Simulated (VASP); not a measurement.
Set up this calculation in VASP 6.6.1, as the native input.

```
Task                   : single point
Functional             : LDA
Potentials or basis    : VASP PAW LDA potentials, release 64 (B, N)
Cutoff                 : 520 eV
k mesh                 : 12 × 12 × 4
Occupations            : gaussian, width 0.05 eV
Spin                   : no spin polarisation
Dipole correction      : no
Further INCAR settings : ALGO = Normal; EDIFF = 1e-06; NBANDS = 16
```

The structure of BN lies in POSCAR:

```
BN
1.0
    2.4279261690      0.0000000000      0.0000000000
   -1.2139630845      2.1026457409      0.0000000000
    0.0000000000      0.0000000000      7.1497569825
B N
2 2
Direct
    0.3333333333      0.6666666667      0.2500000000
    0.6666666667      0.3333333333      0.7500000000
    0.3333333333      0.6666666667      0.7500000000
    0.6666666667      0.3333333333      0.2500000000
```

This cell differs from its parent crystal: volume 9.125 Å^3 an atom, c/a of the conventional cell 2.9448.

These files were run (other wordings do the same):

INCAR

```
PREC = Accurate
ENCUT = 520
EDIFF = 1E-6
ISMEAR = 0
SIGMA = 0.05
LREAL = False
LASPH = True
NELM = 80
ALGO = Normal
ISIF = 2
LWAVE = False
LCHARG = False
NBANDS = 16
```

KPOINTS

```
Automatic mesh
0
Gamma
  12 12 4
```

Potentials or basis: VASP PAW LDA potentials, release 64 (B, N).

Command:

```bash
$ cat potpaw_LDA.64/B/POTCAR potpaw_LDA.64/N/POTCAR > POTCAR
$ mpirun -np 1 vasp_std > vasp.out
```

Results of the run:

```json
{
 "Pressure": "18.9 GPa",
 "Band gap on the k mesh": "4.34 eV, indirect (least direct gap 4.74 eV)"
}
```

It took 43 s on 1 thread of Intel Xeon 8259CL, with other jobs on the host, peak memory 0.14 GiB.
